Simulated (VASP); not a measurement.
# SrSn23O48 (a cell with a defect) in VASP: single point with PBEsol

Aim: the single point of SrSn23O48 (a cell with a defect) with PBEsol.

Program: VASP 6.6.1. These are calculated values, not measurements. Logs are shortened: lines on timing, memory, paths and dates and some standing lists are left out, and cuts for length are marked.

## (1) The cell of the first run

The cell holds a defect, 72 atoms: a = 9.538 Å, b = 9.538 Å, c = 9.636 Å, α = 90.00°, β = 90.00°, γ = 90.00°.

## (2) Single point, PBEsol

The input, INCAR:

```
SYSTEM = SrSn23O48
PREC     = Accurate       ! precision mode
ENCUT    = 520            ! plane-wave cutoff, eV
EDIFF    = 1E-6           ! SCF threshold, eV
ISMEAR   = -1             ! smearing method
SIGMA    = 0.05           ! smearing width, eV
LREAL    = Auto         
LASPH    = .True.         ! aspherical terms in the spheres
NELM     = 100            ! most SCF steps
ALGO     = Normal         ! electronic algorithm
ISIF     = 2              ! what is computed and relaxed
LWAVE    = .False.        ! write WAVECAR
LCHARG   = .False.        ! write CHGCAR
GGA      = PS             ! functional
ISYM     = 0            
NBANDS   = 352            ! bands
NCORE    = 4
```

The input, KPOINTS:

```
Automatic mesh
0
Gamma
  1 1 1
  0.25 0.25 0.25
```

The input, POSCAR:

```
SrSn23O48
1.0
    9.5380920000      0.0000000000      0.0000000000
    0.0000000000      9.5380920000      0.0000000000
    0.0000000000      0.0000000000      9.6363030000
Sn Sr O
23 1 48
Direct
    0.9996410000      0.0003810000      0.9989130000
    0.9997730000      0.0003280000      0.3332410000
    0.9996850000      0.0003690000      0.6676250000
    0.9995740000      0.5003200000      0.9995330000
    0.9996540000      0.5003850000      0.3332600000
    0.9997490000      0.5004570000      0.6669630000
    0.4996330000      0.0002870000      0.9995860000
    0.4996660000      0.0004220000      0.3332620000
    0.4997280000      0.0004860000      0.6669390000
    0.4995300000      0.5002900000      0.9969690000
    0.4997610000      0.5005400000      0.6695630000
    0.2451970000      0.2459950000      0.1664270000
    0.2453230000      0.2459500000      0.5002330000
    0.2503650000      0.2511090000      0.8332800000
    0.2479610000      0.7522860000      0.1643130000
    0.2477500000      0.7522350000      0.5022170000
    0.2495640000      0.7505090000      0.8332630000
    0.7516910000      0.2483670000      0.1642680000
    0.7515040000      0.2483460000      0.5022200000
    0.7497660000      0.2502640000      0.8332530000
    0.7540310000      0.7549360000      0.1662680000
    0.7541360000      0.7548650000      0.5001050000
    0.7489920000      0.7497200000      0.8332380000
    0.5001080000      0.5000670000      0.3332590000
    0.1517710000      0.1524520000      0.9981000000
    0.1466810000      0.1475110000      0.3333670000
    0.1518760000      0.1525150000      0.6685460000
    0.1452660000      0.6586080000      0.9971380000
    0.1548650000      0.6522270000      0.3333530000
    0.1452050000      0.6587920000      0.6694180000
    0.6579160000      0.1459020000      0.9971120000
    0.6515920000      0.1555150000      0.3333570000
    0.6579410000      0.1459590000      0.6694070000
    0.6542870000      0.6552600000      0.0004870000
    0.6676690000      0.6683600000      0.3331970000
    0.6546460000      0.6555250000      0.6660050000
    0.3446090000      0.3453500000      0.0005510000
    0.3315190000      0.3327580000      0.3333230000
    0.3450400000      0.3455150000      0.6659990000
    0.3414800000      0.8547160000      0.9971080000
    0.3475260000      0.8455030000      0.3331860000
    0.3414710000      0.8547920000      0.6693510000
    0.8542270000      0.3419220000      0.9970740000
    0.8443310000      0.3486240000      0.3331820000
    0.8542190000      0.3419970000      0.6693860000
    0.8475220000      0.8481970000      0.9979570000
    0.8528760000      0.8531770000      0.3331650000
    0.8476360000      0.8482890000      0.6684090000
    0.0934970000      0.4015620000      0.1658470000
    0.0938950000      0.4016890000      0.5006900000
    0.0994050000      0.4058330000      0.8331820000
    0.0963550000      0.9035800000      0.1649090000
    0.0964180000      0.9037900000      0.5015560000
    0.0962110000      0.9040030000      0.8332950000
    0.6043980000      0.3933460000      0.1414240000
    0.6069690000      0.3960940000      0.5251260000
    0.5973080000      0.4027340000      0.8332850000
    0.5981830000      0.9061270000      0.1659410000
    0.5984950000      0.9063810000      0.5006590000
    0.5941540000      0.9006430000      0.8332440000
    0.4008240000      0.0944480000      0.1658280000
    0.4010800000      0.0946390000      0.5006270000
    0.4051290000      0.1001450000      0.8332690000
    0.3925290000      0.6045210000      0.1417960000
    0.3950760000      0.6072100000      0.5247150000
    0.4019750000      0.5980090000      0.8332250000
    0.9030510000      0.0969560000      0.1650320000
    0.9031540000      0.0971740000      0.5015280000
    0.9032300000      0.0968360000      0.8332390000
    0.9053160000      0.5990210000      0.1658320000
    0.9057680000      0.5992080000      0.5006650000
    0.8999800000      0.5949420000      0.8333040000
```

Potentials or basis: VASP PAW PBE potentials, release 64 (Sn_d, Sr_sv, O).

On the command line:

```bash
cat potpaw_PBE.64/Sn_d/POTCAR potpaw_PBE.64/Sr_sv/POTCAR potpaw_PBE.64/O/POTCAR > POTCAR
mpirun -np 4 vasp_std > vasp.out
```

OUTCAR:

```text
SYSTEM = SrSn23O48
   PREC = Accurate
   ENCUT = 520
   EDIFF = 1E-6
   ISMEAR = -1
   LREAL = Auto
   LASPH = .True.
   NELM = 100
   ISIF = 2
   GGA = PS
   ISYM = 0

 ion  position               nearest neighbor table
   1  1.000  0.000  0.999-  25 2.05  46 2.05  54 2.06  69 2.06  67 2.06  52 2.06   3 3.19   2 3.22
                            21 3.68  12 3.69  18 3.70  15 3.71  20 3.73  17 3.73  23 3.74  14 3.74
   2  1.000  0.000  0.333-  47 1.98  26 1.98  67 2.08  53 2.08  52 2.08  68 2.08   1 3.22   3 3.22
                            12 3.68  22 3.68  21 3.68  13 3.68  16 3.72  18 3.72  15 3.72  19 3.72
   3  1.000  0.000  0.668-  48 2.05  27 2.05  69 2.06  54 2.06  53 2.06  68 2.06   1 3.19   2 3.22
                            22 3.68  13 3.68  19 3.71  16 3.71  17 3.73  20 3.73  23 3.74  14 3.74
   4  1.000  0.500  1.000-  43 2.05  28 2.05  49 2.06  70 2.06  72 2.07  51 2.07   6 3.20   5 3.22
                            18 3.73  15 3.73  20 3.73  14 3.73  23 3.73  17 3.73  12 3.74  21 3.74
   5  1.000  0.500  0.333-  29 2.07  44 2.07  49 2.07  71 2.07  50 2.07  70 2.07   6 3.22   4 3.22
                            12 3.74  22 3.74  13 3.74  21 3.74  16 3.74  18 3.74  19 3.75  15 3.75
   6  1.000  0.500  0.667-  30 2.05  45 2.05  71 2.06  50 2.06  51 2.07  72 2.07   4 3.20   5 3.22
                            16 3.73  19 3.73  17 3.73  14 3.73  23 3.73  20 3.73  13 3.74  22 3.74
   7  0.500  0.000  1.000-  40 2.05  31 2.05  58 2.06  61 2.06  60 2.07  63 2.07   9 3.21   8 3.22
                            15 3.73  18 3.73  17 3.73  23 3.73  21 3.73  14 3.73  20 3.73  12 3.74
   8  0.500  0.000  0.333-  32 2.07  41 2.07  58 2.07  62 2.07  59 2.07  61 2.07   7 3.22   9 3.22
                            21 3.74  13 3.74  22 3.74  12 3.74  19 3.74  15 3.74  18 3.74  16 3.75
   9  0.500  0.000  0.667-  33 2.05  42 2.05  62 2.06  59 2.06  60 2.07  63 2.07   7 3.21   8 3.22
                            19 3.72  16 3.73  20 3.73  14 3.73  23 3.73  17 3.73  13 3.73  22 3.74
  10  0.500  0.500  0.997-  64 1.99  55 1.99  57 2.06  66 2.06  34 2.09  37 2.09  11 3.15  24 3.24
                            14 3.71  23 3.72  17 3.72  20 3.72
  11  0.500  0.501  0.670-  56 1.99  65 2.00  66 2.05  57 2.06  39 2.09  36 2.09  10 3.15  24 3.24
                            23 3.71  14 3.72  17 3.72  20 3.72
  12  0.245  0.246  0.166-  38 1.99  25 2.05  61 2.07  49 2.07  37 2.09  26 2.09  14 3.21  13 3.22
                             2 3.68   1 3.69   5 3.74   4 3.74   8 3.74   7 3.74  24 3.79
  13  0.245  0.246  0.500-  38 1.99  27 2.05  62 2.07  50 2.07  26 2.09  39 2.09  14 3.21  12 3.22
                             2 3.68   3 3.68   9 3.73   8 3.74   6 3.74   5 3.74  24 3.79
  14  0.250  0.251  0.833-  37 2.05  39 2.06  51 2.06  63 2.06  27 2.07  25 2.07  13 3.21  12 3.21
                            10 3.71  11 3.72   4 3.73   6 3.73   9 3.73   7 3.73   3 3.74   1 3.74
  15  0.248  0.752  0.164-  64 1.98  52 2.04  41 2.08  40 2.08  29 2.09  28 2.09  17 3.19  16 3.26
                             1 3.71   2 3.72   7 3.73   4 3.73   8 3.74   5 3.75  24 3.77
  16  0.248  0.752  0.502-  65 1.98  53 2.04  29 2.08  30 2.08  42 2.09  41 2.09  17 3.19  15 3.26
                             3 3.71   2 3.72   6 3.73   9 3.73   5 3.74   8 3.75  24 3.77
  17  0.250  0.751  0.833-  66 2.06  30 2.06  40 2.06  28 2.06  42 2.06  54 2.07  16 3.19  15 3.19
                            11 3.72  10 3.72   3 3.73   1 3.73   7 3.73   6 3.73   9 3.73   4 3.73
  18  0.752  0.248  0.164-  55 1.98  67 2.04  44 2.08  43 2.09  31 2.09  32 2.09  20 3.19  19 3.26
                             1 3.70   2 3.72   4 3.73   7 3.73   8 3.74   5 3.74  24 3.76
[... 302 lines left out ...]
   GGA     = PS    functional components
   LHFCALC =     F    Hartree Fock is set to
   AEXX    =    0.0000 exact exchange contribution
   IVDW    =     0    specifies the selected vdW correction
   LEPSILON=     F    determine dielectric tensor
   LRPA    =     F    only Hartree local field effects (RPA)
 non-spin polarized calculation
  energy-cutoff  :      520.00
  volume of cell :      876.66
 maximum number of plane-waves:     23594
 NGX is ok and might be reduce to    70
   NGX = 35   NGY = 35   NGZ = 35

 number of electron     620.0000061 magnetization

 Free energy of the ion-electron system (eV)
  ---------------------------------------------------
  ext. energy  EPLUGINS =         0.00000000
  ---------------------------------------------------
  free energy    TOTEN  =      -470.52750237 eV

  energy without entropy =     -470.39738529  energy(sigma->0) =     -470.46244383

 E-fermi :   5.3689     XC(G=0): -11.4018

 val. band max:        5.2541506399   @ k =   0.2500  -0.2500   0.2500
 cond. band min:       5.4327792734   @ k =  -0.2500   0.2500   0.2500
 fundamental gap:      0.1786286335
 Fermi energy:         5.3688799980

 k-point     1 :       0.2500    0.2500    0.2500
  band No.  band energies     occupation
      1     -24.8151      2.00000
      2     -15.3637      2.00000
      3     -15.3386      2.00000
      4     -15.3043      2.00000
      5     -15.2890      2.00000
      6     -15.2305      2.00000
[... 1289 lines left out ...]
    321      10.6325      0.00000
    322      10.6511      0.00000
 [bands above 322 left out]

------------------------ aborting loop because EDIFF is reached ----------------------------------------

  FORCE on cell =-STRESS in cart. coord.  units (eV):
  Direction    XX          YY          ZZ          XY          YZ          ZX
  --------------------------------------------------------------------------------------
  -------------------------------------------------------------------------------------
  Total       23.5819305     23.5670678     28.0760243      4.8749696      0.1015863      0.0874414
  in kB       43.0979365     43.0707735     51.3112661      8.9094118      0.1856574      0.1598065
  external PRESSURE =      45.8266587 kB  Pullay stress =       0.0000000 kB

 VOLUME and BASIS-vectors are now :
 -----------------------------------------------------------------------------
  energy-cutoff  :      520.00
  volume of cell :      876.66
      direct lattice vectors                 reciprocal lattice vectors
     9.538092000  0.000000000  0.000000000     0.104842771  0.000000000  0.000000000
     0.000000000  9.538092000  0.000000000     0.000000000  0.104842771  0.000000000
     0.000000000  0.000000000  9.636303000     0.000000000  0.000000000  0.103774238

 POSITION                                       TOTAL-FORCE (eV/Angst)
 -----------------------------------------------------------------------------------
      9.53467      0.00363      9.62583         0.013590     -0.002322     -0.035354
      9.53593      0.00313      3.21121         0.009556      0.001587      0.007824
      9.53509      0.00352      6.43344         0.006821      0.007376      0.031767
      9.53403      4.77210      9.63180         0.012615      0.008962      0.002670
      9.53479      4.77272      3.21139        -0.001146      0.002139     -0.000378
      9.53570      4.77340      6.42706        -0.013100     -0.012037     -0.002285
[... 64 lines left out ...]
      8.63930      5.71530      4.82456        -0.033081      0.015843     -0.004004
      8.58409      5.67461      8.02997        -0.023803      0.005575     -0.006360
 -----------------------------------------------------------------------------------
    total drift:                                0.014737     -0.024925      0.017636

  FREE ENERGIE OF THE ION-ELECTRON SYSTEM (eV)
  ---------------------------------------------------
  free  energy   TOTEN  =      -470.5275023719 eV

  energy  without entropy=     -470.3973852888  energy(sigma->0) =     -470.46244383
```

Run time: 8.9 min. Hardware: 4 MPI ranks of AMD EPYC 9R45 (Zen 5), shared host; peak memory 0.41 GiB.

What came out:

- Free energy: -470.5275 eV
- Pressure: 4.6 GPa
- Largest force: 0.080 eV/Å
- Band gap on the k mesh: 0.18 eV

Forces in eV/Å, atoms in the order of the input:
```
Sn   0.014 -0.002 -0.035
Sn   0.010  0.002  0.008
Sn   0.007  0.007  0.032
Sn   0.013  0.009  0.003
Sn  -0.001  0.002  0.000
Sn  -0.013 -0.012 -0.002
Sn  -0.007  0.019 -0.019
Sn  -0.011 -0.003  0.002
Sn  -0.011 -0.019  0.015
Sn  -0.002 -0.008 -0.061
Sn   0.001  0.008  0.061
Sn  -0.021 -0.003 -0.053
Sn  -0.032 -0.004  0.050
Sn  -0.003 -0.016  0.000
Sn  -0.068  0.038  0.003
Sn  -0.049  0.054 -0.005
Sn  -0.011  0.011 -0.001
Sn   0.054 -0.044  0.009
Sn   0.071 -0.038  0.001
Sn   0.023 -0.015 -0.002
Sn   0.023 -0.003 -0.042
Sn   0.015  0.008  0.049
Sn   0.000 -0.003 -0.001
Sr  -0.002  0.000 -0.001
O   -0.004  0.001  0.013
O    0.024  0.018 -0.007
O   -0.003 -0.003 -0.020
O   -0.002  0.011  0.005
O    0.007  0.004 -0.007
O    0.020  0.004 -0.017
O    0.014 -0.004  0.007
O   -0.007  0.008 -0.008
O    0.010  0.022 -0.018
O   -0.010 -0.014  0.038
O   -0.004  0.007 -0.008
O   -0.019 -0.021 -0.010
O    0.024  0.024  0.005
O    0.001 -0.011  0.007
O    0.015  0.020 -0.035
O   -0.007 -0.022  0.019
O    0.012 -0.014  0.004
O   -0.010  0.002 -0.004
O   -0.025 -0.007  0.017
O   -0.008 -0.005  0.003
O   -0.001 -0.005 -0.003
O    0.003  0.011  0.018
O   -0.033 -0.017  0.004
O   -0.001  0.001 -0.010
O    0.031 -0.019  0.006
O    0.017 -0.008 -0.003
O    0.017  0.001  0.008
O   -0.008  0.010  0.043
O   -0.001  0.001 -0.040
O    0.021 -0.026 -0.001
O    0.019  0.017  0.005
O   -0.013 -0.036 -0.012
O    0.008 -0.005 -0.003
O    0.018 -0.018 -0.002
O    0.009 -0.018 -0.012
O    0.009 -0.017  0.003
O   -0.001  0.020  0.013
O   -0.009  0.023 -0.003
O    0.000  0.012  0.001
O    0.020  0.033  0.009
O   -0.018 -0.016 -0.005
O   -0.008  0.007  0.005
O   -0.005 -0.002  0.042
O    0.000 -0.009 -0.048
O   -0.027  0.022  0.004
O   -0.015  0.008  0.000
O   -0.033  0.016 -0.004
O   -0.024  0.006 -0.006
```

Caveat: semilocal functionals underestimate gaps, and a narrow one can read as zero; the PAW data sets were made with another functional, which shifts forces and pressure a little; spin-orbit coupling is left out, which moves the levels of the heavy elements.
